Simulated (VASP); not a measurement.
Crystal: P3C.

```
CELL_PARAMETERS angstrom
8.35266 0.00000 0.00000
-4.17633 7.23362 0.00000
0.00000 0.00000 3.60978
ATOMIC_POSITIONS crystal
P 0.24804 0.49608 0.25000
P 0.50392 0.75196 0.25000
P 0.24804 0.75196 0.25000
P 0.75196 0.50392 0.75000
P 0.49608 0.24804 0.75000
P 0.75196 0.24804 0.75000
C 0.33333 0.66667 0.75000
C 0.66667 0.33333 0.25000
```

The cell was generated, and may not be a known phase.

```yaml
Program: VASP 6.6.1
Task: relaxation of cell and atoms
Functional: PBE
Potentials_or_basis: VASP PAW PBE potentials, release 64 (P, C_h)
Cutoff: 1300 eV
k_mesh: 3 × 3 × 6
Occupations: gaussian, width 0.1 eV
Spin: no spin polarisation
```

At the start: pressure -0.3 GPa; volume 27.26 Å³/atom.

How do energy, volume and symmetry change on relaxing?

Over 10 steps the energy falls by 55.2 meV/atom and the volume is 25.90 Å³/atom (-5.0 %); space group P6_3/mmc (No. 194, to 0.1 Å) before and after.

Step by step:
```tsv
step	energy change (eV)	largest force (eV/Å)	pressure (GPa)	volume (Å³)
1	0.0000	0.4197	-0.28	218.10
2	-0.2502	0.3252	-2.76	216.53
3	0.8813	2.8299	-3.71	210.70
4	-0.2815	1.0219	-3.31	215.65
5	-0.2832	0.8998	-3.23	215.83
6	-0.3215	1.0138	-2.90	214.03
7	-0.3342	1.1046	-2.57	212.43
8	-0.3839	0.8319	-1.91	210.99
9	-0.4414	0.0726	0.26	206.80
10	-0.4420	0.0217	0.03	207.20
```

Final structure:
```
P C
1.0
     8.41017    0.00000    0.00000
    -4.20508    7.28342    0.00000
     0.00000    0.00000    3.38265
P C
6 2
Cartesian
  0.0000 3.5982 0.8457
  1.0890 5.4843 0.8457
  -1.0890 5.4843 0.8457
  4.2051 3.6853 2.5370
  3.1161 1.7991 2.5370
  5.2941 1.7991 2.5370
  0.0000 4.8556 2.5370
  4.2051 2.4278 0.8457
```

Caveat: this functional lacks dispersion, which binds layers or chains, so the pressure and a relaxed spacing across them are unreliable.
